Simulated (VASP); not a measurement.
Write the native input for VASP 6.6.1 that does the following.

| Quantity | Value |
| --- | --- |
| Task | single point |
| Functional | PBE |
| Potentials or basis | VASP PAW PBE potentials, release 64 (Te) |
| Cutoff | 520 eV |
| k mesh | 6 × 6 × 6 |
| Occupations | fermi-dirac, width 0.032 eV |
| Spin | no spin polarisation |
| Dipole correction | no |
| Further INCAR settings | ALGO = Normal; EDIFF = 1e-06; NBANDS = 9 |

The structure of Te lies in POSCAR:

```
Te
1.0
   -2.0760470000      2.0760470000      2.0760470000
    2.0760470000     -2.0760470000      2.0760470000
    2.0760470000      2.0760470000     -2.0760470000
Te
1
Direct
    0.0000000000      0.0000000000      0.0000000000
```

These files were run (other wordings do the same):

INCAR

```
  PREC = Accurate
  ENCUT = 520
  EDIFF = 1E-6
  ISMEAR = -1
  SIGMA = 0.032
  LREAL = False
  LASPH = True
  NELM = 100
  ALGO = Normal
  ISIF = 2
  LWAVE = False
  LCHARG = False
  GGA = PE
  NBANDS = 9
```

KPOINTS

```
Automatic mesh
0
Gamma
  6 6 6
```

Potentials or basis: VASP PAW PBE potentials, release 64 (Te).

The run is started by

```sh
$ cat potpaw_PBE.64/Te/POTCAR > POTCAR
$ mpirun -np 1 vasp_std > vasp.out
```

It gave:

| Quantity | Value |
| --- | --- |
| Pressure | -7.0 GPa |
| Band gap on the k mesh | zero (band 3 reaches 6.92 eV, above the bottom of band 4 at 2.75 eV) |

Caveat: spin-orbit coupling is left out, which moves the levels of the heavy elements.

It took 4 s on 1 thread of Intel(R) Xeon(R) 6975P-C (Granite Rapids), with other jobs on the host, peak memory 0.15 GiB.
